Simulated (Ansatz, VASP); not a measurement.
# Two plane-wave programs on TaBr

INCAR

```
PREC = Accurate
ENCUT = 600
EDIFF = 1E-7
ISMEAR = 0
SIGMA = 0.1
LREAL = False
LASPH = True
NELM = 150
ALGO = Normal
ISIF = 3
LWAVE = False
LCHARG = False
ISPIN = 2
MAGMOM = 1 0
LORBIT = 11
LMAXMIX = 4
GGA = PE
IBRION = 2
NSW = 90
EDIFFG = -0.04
```

The input KPOINTS:

```
regular mesh
0
Gamma
  6 6 6
```

Contents of POSCAR:

```
TaBr
1.0
    0.0000000000      3.0490005200      3.0490005200
    3.0490005200      0.0000000000      3.0490005200
    3.0490005200      3.0490005200      0.0000000000
Ta Br
1 1
Direct
    0.0000000000      0.0000000000      0.0000000000
    0.7500000000      0.7500000000      0.7500000000
```

Input for Ansatz:

```yaml
crystal:
  lattice:
    - [0.0, 3.04900052, 3.04900052]
    - [3.04900052, 0.0, 3.04900052]
    - [3.04900052, 3.04900052, 0.0]
  atoms:
    - { symbol: Ta, position: [0.0, 0.0, 0.0], spin: 1.0 }
    - { symbol: Br, position: [0.75, 0.75, 0.75] }
basis:
  ecutwfc: 420
kpoints:
  mp_grid: { grid: [6, 6, 6] }
hamiltonian:
  xc: pbe
scf:
  occupations: { method: gaussian, width: 0.1 }
  lower_state_search: "off"
output:
  forces: true
  stress: true
  eigenvalues: true
  populations: true
magnetization:
  spin_polarized: true
relax:
  adjacent_minimum: "off"
  f_tol: 0.04
  max_steps: 70
  cell: { stress_tol: 0.4 }
```

Change from the starting cell: species swapped into the AgBr type (F-43m, No. 216).

Alike in both runs: task relaxation of cell and atoms; functional PBE; k mesh 6 × 6 × 6; occupations gaussian, width 0.1 eV; collinear spin.

|  | VASP | Ansatz |
| --- | --- | --- |
| version | VASP 6.6.1 | Ansatz 0.2.0 |
| potentials or method | VASP PAW PBE potentials, release 64 (Ta_pv, Br), cutoff 600 eV | scalar-relativistic, plane waves, PAW |
| valence electrons in the cell | 18 | 20 |

VASP gave:

```
gap on the k mesh at the Fermi level, each at its own relaxed structure (eV) : none
net moment per atom (μB)                                                     : 0.00
relaxed volume (Å³/atom)                                                     : 24.71
relaxed cell length with the largest relative difference (Å)                 : 4.119
```

**Question.** Which values does Ansatz return?

**Answer.** gap on the k mesh at the Fermi level, each at its own relaxed structure (eV): none; net moment per atom (μB): 0.00; relaxed volume (Å³/atom): 24.68; relaxed cell length with the largest relative difference (Å): 4.117.

A gap of «none» marks a metal or a gap that the smearing closes. VASP's potentials hold 18 valence electrons a cell and Ansatz's 20, so a difference there can come from the potentials and not from the codes. Ansatz's warnings: seeded moment not kept.

Spin-orbit coupling is off throughout.
